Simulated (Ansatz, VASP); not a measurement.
**Yb in VASP and in Ansatz**

File INCAR:

```
PREC     = Accurate       # precision mode
ENCUT    = 520            # plane-wave cutoff, eV
EDIFF    = 1E-8           # SCF threshold, eV
ISMEAR   = -1             # smearing method
SIGMA    = 0.05           # smearing width, eV
LREAL    = F              # projectors in reciprocal space
LASPH    = T              # aspherical terms in the spheres
NELM     = 150            # most SCF steps
ALGO     = Normal         # electronic algorithm
ISIF     = 2              # what is computed and relaxed
LWAVE    = F              # write WAVECAR
LCHARG   = F              # write CHGCAR
ISPIN    = 2              # spin polarisation
MAGMOM   = 0              # initial moments
LORBIT   = 11             # projections on sites
LMAXMIX  = 6              # l up to which the mixer works
GGA      = RP             # functional
LEFG     = T            
NBANDS   = 22             # bands
```

KPOINTS

```
regular mesh
0
Gamma
  9 9 9
```

File POSCAR:

```
Yb
1.0
    3.7264778700      0.0000000000      0.0000000000
   -1.2421592897      3.5133570292      0.0000000000
   -1.2421592897     -1.7566785140      3.0426564402
Yb
1
Direct
    0.0000000000      0.0000000000      0.0000000000
```

Contents of input.yaml:

```yaml
crystal:
  lattice:
    - [3.72647787, 0.0, 0.0]
    - [-1.2421592897, 3.5133570292, 0.0]
    - [-1.2421592897, -1.756678514, 3.0426564402]
  atoms:
    - { symbol: Yb, position: [0.0, 0.0, 0.0] }
hamiltonian:
  xc: rpbe
  pseudopotentials: { kind: paw }
magnetization:
  spin_polarized: true
kpoints:
  mp_grid: { grid: [9, 9, 9] }
scf:
  occupations: { method: fermi_dirac, width: 0.05 }
output:
  forces: true
  stress: true
  eigenvalues: true
  efg: {}
  write_density: true
  write_potential: true
  elf: true
  volumetric_format: npy
```

Alike in both runs: task electric field gradients; functional RPBE; k mesh 9 × 9 × 9; occupations fermi-dirac, width 0.05 eV; collinear spin.

|  | VASP | Ansatz |
| --- | --- | --- |
| version | VASP 6.6.1 | Ansatz 0.2.0 |
| potentials or method | VASP PAW PBE potentials, release 64 (Yb) | Ansatz PAW |
| plane-wave cutoff (eV) | 520 | 420 |
| valence electrons in the cell | 24 | 24 |

```tsv
	VASP	Ansatz	Ansatz less VASP
gap on the k mesh at the Fermi level (eV)	none	none	-
pressure (GPa)	-1.3	-0.9	+0.33
```

VASP's potentials were made for PBE, not for RPBE. A gap of «none» marks a metal or a gap that the smearing closes. With one functional, cell and mesh, what is left measures potentials, basis and numerics.

Neither program's run includes spin-orbit coupling.
